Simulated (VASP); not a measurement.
# HfN (Fm-3m) in VASP: further runs

HfN is run at these levels: PBE; tasks: relaxation of cell and atoms, single point.

Everything below comes from runs of VASP 6.6.1. Logs are shortened: lines on timing, memory, paths and dates and some standing lists are left out, and cuts for length are marked.

### Step 1. The cell of the first run

Symmetry: Fm-3m, No. 225, cubic system. Conventional cell: a = 4.549 Å, b = 4.549 Å, c = 4.549 Å, α = 90.00°, β = 90.00°, γ = 90.00°. Within 3.0 Å of Hf (site symmetry m-3m) lie 6 N at 2.27 Å. N (site symmetry m-3m) has 6 Hf at 2.27 Å within 3.0 Å.

### Step 2. Relaxation of cell and atoms, PBE, target pressure 25 GPa, at which the enthalpy is minimised

Contents of INCAR:

```
SYSTEM = HfN
ALGO     = Normal         ! electronic algorithm
EDIFF    = 1E-7           ! SCF threshold, eV
EDIFFG   = -0.001         ! ionic threshold
ENCUT    = 600            ! plane-wave cutoff, eV
GGA      = PE             ! functional
IBRION   = 2              ! ionic algorithm
ISIF     = 3              ! what is computed and relaxed
ISMEAR   = -1             ! smearing method
LASPH    = .True.         ! aspherical terms in the spheres
LCHARG   = .False.        ! write CHGCAR
LREAL    = .False.        ! projectors in reciprocal space
LWAVE    = .False.        ! write WAVECAR
NELM     = 100            ! most SCF steps
NSW      = 80             ! ionic steps
PREC     = Accurate       ! precision mode
PSTRESS  = 250.0        
SIGMA    = 0.15           ! smearing width, eV
```

Contents of KPOINTS:

```
k-points
0
Gamma
  16 16 16
  0 0 0
```

Contents of POSCAR:

```
HfN
1.0
    0.0000000000      2.2743602375      2.2743602375
    2.2743602375      0.0000000000      2.2743602375
    2.2743602375      2.2743602375      0.0000000000
Hf N
1 1
Direct
    0.0000000000      0.0000000000      0.0000000000
    0.5000000000      0.5000000000      0.5000000000
```

Potentials or basis: VASP PAW PBE potentials, release 64 (Hf_pv, N).

The run is started by

```console
$ cat potpaw_PBE.64/Hf_pv/POTCAR potpaw_PBE.64/N/POTCAR > POTCAR
$ mpirun -np 1 vasp_std > vasp.out
```

OUTCAR:

```text
SYSTEM = HfN
   EDIFF = 1E-7
   EDIFFG = -0.001
   ENCUT = 600
   GGA = PE
   IBRION = 2
   ISIF = 3
   ISMEAR = -1
   LASPH = .True.
   LREAL = .False.
   NELM = 100
   NSW = 80
   PREC = Accurate
   PSTRESS = 250.0

 ion  position               nearest neighbor table
   1  0.000  0.000  0.000-   2 2.27   2 2.27   2 2.27   2 2.27   2 2.27   2 2.27
   2  0.500  0.500  0.500-   1 2.27   1 2.27   1 2.27   1 2.27   1 2.27   1 2.27

  LATTYP: Found a face centered cubic cell.
 ALAT       =     4.5487204750

  Lattice vectors:

 A1 = (   0.0000000000,   2.2743602375,   2.2743602375)
 A2 = (   2.2743602375,   0.0000000000,   2.2743602375)
 A3 = (   2.2743602375,   2.2743602375,   0.0000000000)

Analysis of symmetry for initial positions (statically):
=====================================================================
 Subroutine PRICEL returns:
 Original cell was already a primitive cell.

 Routine SETGRP: Setting up the symmetry group for a
 face centered cubic supercell.

 Subroutine GETGRP returns: Found 48 space group operations
 (whereof 48 operations were pure point group operations)
 out of a pool of 48 trial point group operations.

The static configuration has the point symmetry O_h .

Analysis of symmetry for dynamics (positions and initial velocities):
=====================================================================
 Subroutine PRICEL returns:
 Original cell was already a primitive cell.

 Routine SETGRP: Setting up the symmetry group for a
 face centered cubic supercell.

 Subroutine GETGRP returns: Found 48 space group operations
 (whereof 48 operations were pure point group operations)
 out of a pool of 48 trial point group operations.

The dynamic configuration has the point symmetry O_h .

 Subroutine INISYM returns: Found 48 space group operations
 (whereof 48 operations are pure point group operations),
 and found     1 'primitive' translations

----------------------------------------------------------------------------------------

                                     Primitive cell

  volume of cell :      23.5292

  direct lattice vectors                    reciprocal lattice vectors
     0.000000000  2.274360237  2.274360237    -0.219842043  0.219842043  0.219842043
     2.274360237  0.000000000  2.274360237     0.219842043 -0.219842043  0.219842043
     2.274360237  2.274360237  0.000000000     0.219842043  0.219842043 -0.219842043

  length of vectors
     3.216431094  3.216431094  3.216431094     0.380777587  0.380777587  0.380777587

  position of ions in fractional coordinates (direct lattice)
     0.000000000  0.000000000  0.000000000
     0.500000000  0.500000000  0.500000000

[... 87 lines left out ...]
   NELECT =      15.0000    total number of electrons
   NUPDOWN=      -1.0000    fix difference up-down
   EMIN   =  10.00;   EMAX   =-10.00  energy-range for DOS
   EFERMI =   0.00;   METHOD = LEGACY
   ISMEAR =    -1;   SIGMA  =   0.15  broadening in eV -4-tet -1-fermi 0-gaus
   EFERMI_NEDOS =   21; number of points for ismear=-14 and -15
   IALGO  =     38    algorithm
   IMIX   =      4    mixing-type and parameters
     AMIX     =   0.40;   BMIX     =  1.00
     AMIX_MAG =   1.60;   BMIX_MAG =  1.00
  volume/ion in A,a.u.               =      11.76        79.39
  Fermi-wavevector in a.u.,A,eV,Ry     =   1.408973  2.662573 27.010352  1.985205
  Thomas-Fermi vector in A             =   2.531076
   LORBIT       =      0    0 simple, 1 ext, 2 COOP (PROOUT), +10 PAW based schemes
   GGA     = PE    functional components
   LHFCALC =     F    Hartree Fock is set to
   AEXX    =    0.0000 exact exchange contribution
   IVDW    =     0    specifies the selected vdW correction
   LEPSILON=     F    determine dielectric tensor
   LRPA    =     F    only Hartree local field effects (RPA)
 conjugate gradient relaxation of ions
 non-spin polarized calculation
  energy-cutoff  :      600.00
  volume of cell :       23.53
 maximum number of plane-waves:       817
 NGX is ok and might be reduce to    28
   NGX = 13   NGY = 13   NGZ = 13

--------------------------------------- Ionic step        1  -------------------------------------------

 number of electron      15.0000000 magnetization

 Free energy of the ion-electron system (eV)
  ---------------------------------------------------
  ext. energy  EPLUGINS =         0.00000000
  ---------------------------------------------------
  free energy    TOTEN  =       -21.78100410 eV

  energy without entropy =      -21.73645205  energy(sigma->0) =      -21.75872808

------------------------ aborting loop because EDIFF is reached ----------------------------------------

  FORCE on cell =-STRESS in cart. coord.  units (eV):
  Direction    XX          YY          ZZ          XY          YZ          ZX
  --------------------------------------------------------------------------------------
  -------------------------------------------------------------------------------------
  Total       -0.3575401     -0.3575401     -0.3575401     -0.0000000      0.0000000     -0.0000000
  in kB      -24.3459956    -24.3459956    -24.3459956     -0.0000000      0.0000000     -0.0000000
  external PRESSURE =    -274.3459956 kB  Pullay stress =     250.0000000 kB
[... 25 lines left out ...]
--------------------------------------- Ionic step        2  -------------------------------------------

 number of electron      14.9999999 magnetization

 E-fermi :  11.1282     XC(G=0): -14.3075

 val. band max:       11.1273597084   @ k =   0.3750   0.1250   0.0000
 cond. band min:      11.1733108475   @ k =  -0.1250   0.0625   0.0000
 fundamental gap:      0.0459511391
 Fermi energy:        11.1282483360

 k-point     1 :       0.0000    0.0000    0.0000
  band No.  band energies     occupation
      1     -18.8332      2.00000
      2     -18.8332      2.00000
      3     -18.8332      2.00000
      4      -7.9889      2.00000
      5       7.8611      2.00000
      6       7.8611      2.00000
      7       7.8611      2.00000
      8      10.5369      1.96193
      9      10.5369      1.96193
     10      10.5369      1.96193
     11      13.8476      0.00000
[... 511 lines left out ...]
--------------------------------------- Ionic step        7  -------------------------------------------

 number of electron      14.9999999 magnetization

 Free energy of the ion-electron system (eV)
  ---------------------------------------------------
  ext. energy  EPLUGINS =         0.00000000
  ---------------------------------------------------
  free energy    TOTEN  =       -21.65505752 eV

  energy without entropy =      -21.61494945  energy(sigma->0) =      -21.63500349

 E-fermi :   9.0033     XC(G=0): -13.0892

 val. band max:        8.9984267432   @ k =  -0.1250   0.0625   0.0000
 cond. band min:       9.0061526469   @ k =   0.3750   0.1250   0.0000
 fundamental gap:      0.0077259038
 Fermi energy:         9.0033041437

 k-point     1 :       0.0000    0.0000    0.0000
  band No.  band energies     occupation
      1     -21.8861      2.00000
      2     -21.8861      2.00000
      3     -21.8861      2.00000
      4      -8.9147      2.00000
      5       5.8896      2.00000
      6       5.8896      2.00000
      7       5.8896      2.00000
      8       8.6084      1.86589
      9       8.6084      1.86589
     10       8.6084      1.86589
     11      11.1316      0.00000
[... 355 lines left out ...]
  energy  without entropy=      -21.6149494541  energy(sigma->0) =      -21.63500349

  enthalpy is  TOTEN    =       -18.2911050664 eV   P V=        3.3639524561

 reached required accuracy - stopping structural energy minimisation
```

CONTCAR:

```text
HfN
   1.00000000000000
    -0.0000000000000000    2.2090055604504988    2.2090055604504988
     2.2090055604504988    0.0000000000000000    2.2090055604504988
     2.2090055604504988    2.2090055604504988   -0.0000000000000000
  Hf              N
     1     1
Direct
     0.0000000000000000    0.0000000000000000    0.0000000000000000
     0.5000000000000000    0.5000000000000000    0.5000000000000000

  0.00000000E+00  0.00000000E+00  0.00000000E+00
  0.00000000E+00  0.00000000E+00  0.00000000E+00
```

Wall time 1.8 min (1 thread of Intel Xeon 6975P-C (Granite Rapids), shared host); peak memory 0.22 GiB.

What came out:

```yaml
Free_energy: -21.6551 eV
Relaxed_volume: 10.78 Å³/atom
Relaxed_cell: a = 3.124 Å, b = 3.124 Å, c = 3.124 Å, α = 60.00°, β = 60.00°, γ = 60.00°
Space_group_after_relaxing_to_0.05_Å: Fm-3m (No. 225)
Energy_change_on_relaxing_the_enthalpy_is_what_falls: +63.0 meV/atom
Ionic_steps: 7
Pressure_after_relaxing: 25.0 GPa
```

The path:
```
step  energy change (eV)  largest force (eV/Å)  pressure (GPa)  volume (Å³)
   1              0.0000                0.0000           -2.43        23.53
   2              2.1932                0.0000          152.59        17.31
   3              0.1029                0.0000           22.36        21.71
   4              0.1204                0.0000           24.39        21.59
   5              0.1262                0.0000           25.03        21.56
   6              0.1252                0.0000           24.93        21.56
   7              0.1259                0.0000           25.01        21.56
```

Final structure:
```cif
data_structure
_symmetry_space_group_name_H-M 'P 1'
_symmetry_Int_Tables_number 1
_cell_length_a 3.1240
_cell_length_b 3.1240
_cell_length_c 3.1240
_cell_angle_alpha 60.000
_cell_angle_beta 60.000
_cell_angle_gamma 60.000
_cell_volume 21.56
loop_
_atom_site_label
_atom_site_type_symbol
_atom_site_fract_x
_atom_site_fract_y
_atom_site_fract_z
_atom_site_occupancy
Hf1 Hf 0.00000 0.00000 0.00000 1
N1 N 0.50000 0.50000 0.50000 1
```

Levels at points of the mesh, in eV from the Fermi level:
```csv
k point,band 6,band 7,band 8,band 9,band 10,band 11
"(0.00, 0.00, 0.00)",-3.11,-3.11,-0.39,-0.39,-0.39,2.13
"(0.50, 0.00, 0.00)",-6.54,-6.54,3.59,4.05,4.05,4.79
"(0.50, 0.50, 0.00)",-4.13,-3.73,-3.73,4.47,6.06,6.06
```

Caveat: the cell is relaxed towards a set pressure, so the enthalpy falls and the energy may rise; spin-orbit coupling is left out, which moves the levels of the heavy elements.

[end of part 1 of 2]
